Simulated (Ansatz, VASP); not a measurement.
One calculation of KI, two programs

```
I K
1.0
     4.29120    0.00000    0.00000
     0.00000    4.29120    0.00000
     0.00000    0.00000    4.29120
I K
1 1
Direct
  0.50000 0.50000 0.50000
  0.00000 0.00000 0.00000
```

Alike in both runs: task single point; functional PBE-based screened hybrid with a share of 0.2 of exact exchange and HFSCREEN = 0.2; k mesh 3 × 3 × 3; occupations fermi-dirac, width 0.05 eV; no spin polarisation.

|  | VASP | Ansatz |
| --- | --- | --- |
| version | VASP 6.6.1 | Ansatz 0.2.0 |
| potentials or method | VASP PAW PBE potentials, release 64 (I, K_sv) | Ansatz PAW |
| plane-wave cutoff (eV) | 520 | 420 |
| valence electrons in the cell | 16 | 26 |

|  | VASP | Ansatz | Ansatz less VASP |
| --- | --- | --- | --- |
| gap on the k mesh at the Fermi level (eV) | 4.26 | 4.27 | +0.008 |
| least direct gap on the mesh (eV) | 4.51 | 4.51 | +0.009 |
| pressure (GPa) | 0.6 | 0.6 | 0.00 |

VASP's potentials were made for PBE, not for PBE-based screened hybrid. VASP's potentials hold 16 valence electrons a cell and Ansatz's 26, so a difference there can come from the potentials and not from the codes.

The k mesh is coarse, so the values compare programs but aren't converged. Neither program's run includes spin-orbit coupling. Noted on Ansatz's run: odd divisions of the mesh miss points on the zone boundary, where band edges often lie, so the gap on the mesh can be too wide.
